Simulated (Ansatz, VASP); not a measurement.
## Sn3Se in VASP and in Ansatz

```xyz
4
Lattice="4.7182 -0.5049 -0.5049 -0.5049 4.7182 -0.5049 -0.5049 -0.5049 4.7182" Properties=species:S:1:pos:R:3 pbc="T T T"
Sn   -0.5049    2.1067    2.1067
Sn    2.1067   -0.5049    2.1067
Sn    2.1067    2.1067   -0.5049
Se    0.0000    0.0000    0.0000
```

Alike in both runs: task single point; functional PBEsol; k mesh 12 × 12 × 12; occupations gaussian, width 0.15 eV; no spin polarisation.

```csv
,VASP,Ansatz
version,VASP 6.6.1,Ansatz 0.2.0
potentials or method,"VASP PAW PBE potentials, release 64 (Sn_d, Se), cutoff 520 eV","scalar-relativistic, plane waves, PAW"
valence electrons in the cell,48,58
```

|  | VASP | Ansatz | Ansatz less VASP |
| --- | --- | --- | --- |
| gap on the k mesh at the Fermi level (eV) | none | none | - |
| pressure (GPa) | 2.0 | 2.0 | -0.01 |
| traceless stress, the component that is largest in VASP (GPa) | -1.62 | -1.63 | -0.005 |

VASP's potentials were made for PBE, not for PBEsol. A gap of «none» marks a metal or a gap that the smearing closes. The functional is the same, so the differences come from potentials, cutoffs and numerics. VASP's potentials hold 48 valence electrons a cell and Ansatz's 58, so a difference there can come from the potentials and not from the codes.
